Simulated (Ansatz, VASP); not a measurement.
**Ge: VASP beside Ansatz**

Contents of INCAR:

```
SYSTEM = Ge
  PREC = Accurate
  ENCUT = 410
  EDIFF = 1E-6
  ISMEAR = 0
  SIGMA = 0.04
  LREAL = .FALSE.
  LASPH = .TRUE.
  NELM = 120
  ALGO = Normal
  ISIF = 2
  LWAVE = .FALSE.
  LCHARG = .FALSE.
  LDIPOL = .TRUE.
  IDIPOL = 3
  DIPOL = 0.5 0.5 0.393
  GGA = PE
  IVDW = 12
  NBANDS = 51
  GGA_COMPAT = .FALSE.
  NELMDL = -8
```

File KPOINTS:

```
regular mesh
0
G
  6 6 1
  0 0 0
```

File POSCAR:

```
Ge
1.0
    0.0000000000      7.1417909850      0.0000000000
   -6.1849724215     -3.5708954925      0.0000000000
    0.0000000000      0.0000000000     20.2800000000
Ge
6
Direct
    0.6666670000      0.6666670000      0.3751651225
    0.3345650025      1.0061830275      0.3750940425
    0.9950643475      0.3344841326      0.3753034006
    0.3310179127      0.3350162642      0.4103441144
    0.9993072551      0.6704431246      0.4103780036
    0.6659723991      1.0018639712      0.4103540460
```

Input for Ansatz:

```yaml
crystal:
  lattice:
    - [0.0, 7.141790985, 0.0]
    - [-6.1849724215, -3.5708954925, 0.0]
    - [0.0, 0.0, 20.28]
  atoms:
    - { symbol: Ge, position: [0.666667, 0.666667, 0.3751651225] }
    - { symbol: Ge, position: [0.3345650025, 1.0061830275, 0.3750940425] }
    - { symbol: Ge, position: [0.9950643475, 0.3344841326, 0.3753034006] }
    - { symbol: Ge, position: [0.3310179127, 0.3350162642, 0.4103441144] }
    - { symbol: Ge, position: [0.9993072551, 0.6704431246, 0.4103780036] }
    - { symbol: Ge, position: [0.6659723991, 1.0018639712, 0.410354046] }
basis:
  ecutwfc: 420
kpoints:
  mp_grid: { grid: [6, 6, 1] }
hamiltonian:
  xc: pbe
  dispersion: d3bj
  pseudopotentials: { kind: paw, azcp: { folder: soft_1 } }
scf:
  occupations: { method: gaussian, width: 0.04 }
  n_extra_bands: 8
  max_iter: 160
output:
  forces: true
  eigenvalues: true
efield:
  axis: 3
  dipole_correction: true
```

Alike in both runs: task single point; functional PBE; dispersion D3(BJ); k mesh 6 × 6 × 1; occupations gaussian, width 0.04 eV; no spin polarisation.

|  | VASP | Ansatz |
| --- | --- | --- |
| version | VASP 6.6.1 | Ansatz 0.2.0 |
| potentials or method | VASP PAW PBE potentials, release 64 (Ge_d), cutoff 410 eV | scalar-relativistic, plane waves, PAW |
| valence electrons in the cell | 84 | 84 |

VASP gave:

```
gap on the k mesh at the Fermi level (eV) : 0.05
least direct gap on the mesh (eV)         : 0.05
rms of the force components (eV/Å)        : 0.138
```

Question: What did Ansatz give for the same quantities?

Answer: gap on the k mesh at the Fermi level (eV): 0.05; least direct gap on the mesh (eV): 0.05; rms of the force components (eV/Å): 0.139.

Atom by atom the forces differ by 0.001 eV/Å (rms over components).
